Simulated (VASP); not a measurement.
Mo, 1 atom in the cell. The typed cell holds 1 atom: a = 2.825 Å, b = 2.722 Å, c = 2.538 Å, α = 89.36°, β = 92.00°, γ = 122.00°. 

| Item | Value |
| --- | --- |
| Program | VASP 6.6.1 |
| Task | single point |
| Functional | LDA |
| Potentials or basis | VASP PAW LDA potentials, release 64 (Mo_sv) |
| Cutoff | 520 eV |
| k mesh | 8 × 8 × 8 |
| Occupations | gaussian, width 0.1 eV |
| Spin | no spin polarisation |
| Dipole correction | no |
| Further INCAR settings | ALGO = Normal; EDIFF = 1e-06; NBANDS = 13 |

Potentials or basis: VASP PAW LDA potentials, release 64 (Mo_sv).

Run with:

```console
$ cat potpaw_LDA.64/Mo_sv/POTCAR > POTCAR
$ mpirun -np 1 vasp_std > vasp.out
```

Hardware: 1 thread of Intel(R) Xeon(R) Platinum 8259CL CPU @ 2.50GHz (Skylake/Cascade Lake) (shared host).

Q: Estimate the wall time of this run.

A: It took 28 s on 1 thread of Intel(R) Xeon(R) Platinum 8259CL CPU @ 2.50GHz (Skylake/Cascade Lake), with other jobs on the host, peak memory 0.16 GiB. Counts: scf iterations 12, k points 260.
